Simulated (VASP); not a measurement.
**Ge: relaxation of cell and atoms with PBEsol**

Ge:

```
Ge
1.0
     1.39715   -2.60052    0.00000
     1.39715    2.60052    0.00000
     0.00000    0.00000    2.69823
Ge
1
Direct
  0.50000 0.50000 0.00000
```

```json
{
 "Program": "VASP 6.6.1",
 "Task": "relaxation of cell and atoms",
 "Functional": "PBEsol",
 "Potentials or basis": "VASP PAW PBE potentials, release 64 (Ge_d)",
 "Cutoff": "600 eV",
 "k mesh": "11 × 11 × 10",
 "Occupations": "fermi-dirac, width 0.05 eV",
 "Spin": "no spin polarisation",
 "Dipole correction": "no",
 "Further INCAR settings": "ALGO = Normal; EDIFF = 1e-06; IBRION = 2; EDIFFG = -0.01; NSW = 60; ISIF = 3"
}
```

```
Relaxed volume                         : 18.42 Å³/atom
Relaxed cell                           : a = 2.836 Å, b = 2.836 Å, c = 2.671 Å, α = 90.00°, β = 90.00°, γ = 120.92°
Space group after relaxing (to 0.05 Å) : Cmmm (No. 65)
Energy gained by relaxing              : 20.4 meV/atom
Ionic steps                            : 11
Pressure after relaxing                : 0.0 GPa
Band gap on the k mesh                 : zero (band 7 reaches 13.54 eV, above the bottom of band 8 at 4.26 eV)
```

Stress tensor (GPa, compression positive):
```
-0.02  0.00  0.00
 0.00 -0.08  0.00
 0.00  0.00  0.01
```

Step by step:
| step | energy change (eV) | largest force (eV/Å) | pressure (GPa) | volume (Å³) |
| --- | --- | --- | --- | --- |
| 1 | 0.0000 | 0.0000 | -4.16 | 19.61 |
| 2 | -0.0176 | 0.0000 | 1.00 | 18.20 |
| 3 | -0.0180 | 0.0000 | 0.17 | 18.37 |
| 4 | -0.0180 | 0.0000 | 0.48 | 18.34 |
| 5 | -0.0197 | 0.0000 | 0.25 | 18.36 |
| 6 | -0.0202 | 0.0000 | 0.18 | 18.37 |
| 7 | -0.0203 | 0.0000 | 0.07 | 18.38 |
| 8 | -0.0204 | 0.0000 | 0.10 | 18.38 |
| 9 | -0.0204 | 0.0000 | 0.16 | 18.38 |
| 10 | -0.0204 | 0.0000 | -0.15 | 18.44 |
| 11 | -0.0204 | 0.0000 | -0.03 | 18.42 |

Final structure:
```xyz
1
Lattice="1.3981 -2.4672 0.0000 1.3981 2.4672 0.0000 0.0000 0.0000 2.6706" Properties=species:S:1:pos:R:3 pbc="T T T"
Ge    1.3981    0.0000    0.0000
```

Levels at points of the mesh, in eV from the Fermi level:
```tsv
k point	band 4	band 5	band 6	band 7	band 8	band 9	band 10	band 11
(0.00, 0.00, 0.00)	-24.47	-24.47	-13.41	6.56	8.48	8.86	10.17	14.13
(0.00, 0.00, 0.50)	-24.54	-24.51	-9.52	-6.12	11.44	11.82	17.08	17.58
```

Wall time 120 s on 1 thread of Intel Xeon 6975P-C, on a shared host, peak memory 0.19 GiB.

Caveat: the PAW data sets were made with another functional, which shifts forces and pressure a little.
